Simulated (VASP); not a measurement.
Wanted: the native input for a VASP 6.6.1 run.

- Task: single point
- Functional: r2SCAN
- Potentials or basis: VASP PAW PBE potentials, release 64 (Mn_pv, F)
- Cutoff: 520 eV
- k mesh: 6 × 6 × 8
- Occupations: gaussian, width 0.05 eV
- Spin: collinear spin, ferromagnetic start
- Starting moments: [4.66, 4.66, 0.09, 0.09, 0.09, 0.09] μB
- Hubbard terms: Mn d U = 1.9 eV
- Dipole correction: no
- Further INCAR settings: ALGO = Normal; EDIFF = 1e-06; NBANDS = 40

The system is MnF2.

```
Mn F
1.0
     4.80539    0.00000    0.00000
     0.00000    4.80539    0.00000
     0.00000    0.00000    3.29806
Mn F
2 4
Direct
  0.00000 0.00000 0.00000
  0.50000 0.50000 0.50000
  0.30478 0.30478 0.00000
  0.19522 0.80478 0.50000
  0.69522 0.69522 0.00000
  0.80478 0.19522 0.50000
```

This cell differs from its parent crystal: volume scaled by 0.96.

These files were run (other wordings do the same):

POSCAR

```
MnF2
1.0
    4.8053943698      0.0000000000      0.0000000000
    0.0000000000      4.8053943698      0.0000000000
    0.0000000000      0.0000000000      3.2980565872
Mn F
2 4
Direct
    0.0000000000      0.0000000000      0.0000000000
    0.5000000000      0.5000000000      0.5000000000
    0.3047781361      0.3047781361      0.0000000000
    0.1952218639      0.8047781361      0.5000000000
    0.6952218639      0.6952218639      0.0000000000
    0.8047781361      0.1952218639      0.5000000000
```

INCAR.step1

```
SYSTEM = MnF2
PREC     = Accurate       ! precision mode
ENCUT    = 520            ! plane-wave cutoff, eV
ISMEAR   = 0              ! smearing method
SIGMA    = 0.05           ! smearing width, eV
LREAL    = .FALSE.        ! projectors in reciprocal space
LASPH    = .TRUE.         ! aspherical terms in the spheres
NELM     = 150            ! most SCF steps
ISPIN    = 2              ! spin polarisation
MAGMOM   = 4.66 4.66 0.09 0.09 0.09 0.09 ! initial moments
LMAXMIX  = 4              ! l up to which the mixer works
LDAU     = .TRUE.         ! DFT+U
LDAUTYPE = 2            
LDAUL    = 2 -1           ! shell
LDAUU    = 1.9 0          ! U, eV
LDAUJ    = 0 0          
NBANDS   = 40             ! bands
GGA      = PE             ! functional
ALGO     = Normal         ! electronic algorithm
EDIFF    = 1E-4           ! SCF threshold, eV
LWAVE    = .TRUE.         ! write WAVECAR
LCHARG   = .FALSE.        ! write CHGCAR
```

INCAR.step2

```
SYSTEM = MnF2
PREC     = Accurate       ! precision mode
ENCUT    = 520            ! plane-wave cutoff, eV
EDIFF    = 1E-6           ! SCF threshold, eV
ISMEAR   = 0              ! smearing method
SIGMA    = 0.05           ! smearing width, eV
LREAL    = .FALSE.        ! projectors in reciprocal space
LASPH    = .TRUE.         ! aspherical terms in the spheres
NELM     = 150            ! most SCF steps
ALGO     = Normal         ! electronic algorithm
ISIF     = 2              ! what is computed and relaxed
LWAVE    = .FALSE.        ! write WAVECAR
LCHARG   = .FALSE.        ! write CHGCAR
ISPIN    = 2              ! spin polarisation
MAGMOM   = 4.66 4.66 0.09 0.09 0.09 0.09 ! initial moments
LORBIT   = 11             ! projections on sites
LMAXMIX  = 4              ! l up to which the mixer works
LDAU     = .TRUE.         ! DFT+U
LDAUTYPE = 2            
LDAUL    = 2 -1           ! shell
LDAUU    = 1.9 0          ! U, eV
LDAUJ    = 0 0          
LDAUPRINT= 1            
METAGGA  = R2SCAN         ! meta-GGA
LMIXTAU  = .TRUE.       
NBANDS   = 40             ! bands
ISTART   = 1
```

KPOINTS

```
Automatic mesh
0
G
  6 6 8
  0 0 0
```

Potentials or basis: VASP PAW PBE potentials, release 64 (Mn_pv, F).

Run with:

```bash
$ cat potpaw_PBE.64/Mn_pv/POTCAR potpaw_PBE.64/F/POTCAR > POTCAR
$ cp INCAR.step1 INCAR
$ mpirun -np 1 vasp_std > vasp.out
$ cp INCAR.step2 INCAR
$ mpirun -np 1 vasp_std > vasp.out
```

Results of the run:

The pressure is 4.1 GPa and the largest force is 0.006 eV/Å. The band gap on the k mesh is 2.36 eV, direct, the net moment is 10.00 μB per cell and the site moments are Mn +4.67; F +0.07 μB. The valence electrons inside the program's atomic spheres are Mn 11.27; F 6.15.

Caveat: the PAW data sets were made with another functional, which shifts forces and pressure a little; only a ferromagnetic start was run, and an antiferromagnetic order may lie lower in energy.

Wall time 5 min on 1 thread of Intel(R) Xeon(R) 6975P-C (Granite Rapids), with other jobs on the host, peak memory 0.35 GiB.
